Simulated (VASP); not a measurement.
A run of VASP 6.6.1:

File INCAR:

```
ALGO = Normal
EDIFF = 1E-7
ENCUT = 520
GGA = PE
ISIF = 2
ISMEAR = 0
LASPH = T
LCHARG = T
LELF = T
LREAL = F
LVHAR = T
LWAVE = F
NBANDS = 27
NELM = 60
PREC = Accurate
SIGMA = 0.1
```

File KPOINTS:

```
k-points
0
Gamma
  6 6 6
```

File POSCAR:

```
Ta3N
1.0
    2.1621307400      1.2483067700      4.3132176400
   -2.1621307400      1.2483067700      4.3132176400
    0.0000000000     -2.4966135300      4.3132176400
Ta N
3 1
Direct
    0.7020093600      0.7020093600      0.7020093600
    0.2979906400      0.2979906400      0.2979906400
    0.5000000000      0.5000000000      0.5000000000
    0.0000000000      0.0000000000      0.0000000000
```

Potentials or basis: VASP PAW PBE potentials, release 64 (Ta_pv, N).

Launch:

```console
$ cat potpaw_PBE.64/Ta_pv/POTCAR potpaw_PBE.64/N/POTCAR > POTCAR
$ mpirun -np 1 vasp_std > vasp.out
```

Hardware: 1 thread of Intel(R) Xeon(R) 6975P-C (Granite Rapids), with other jobs on the host.

Q: How long does it take, and how much memory?

A: Wall time 54 s on 1 thread of Intel(R) Xeon(R) 6975P-C (Granite Rapids) (shared host), peak memory 0.26 GiB. Counts: scf iterations 17, k points 32.
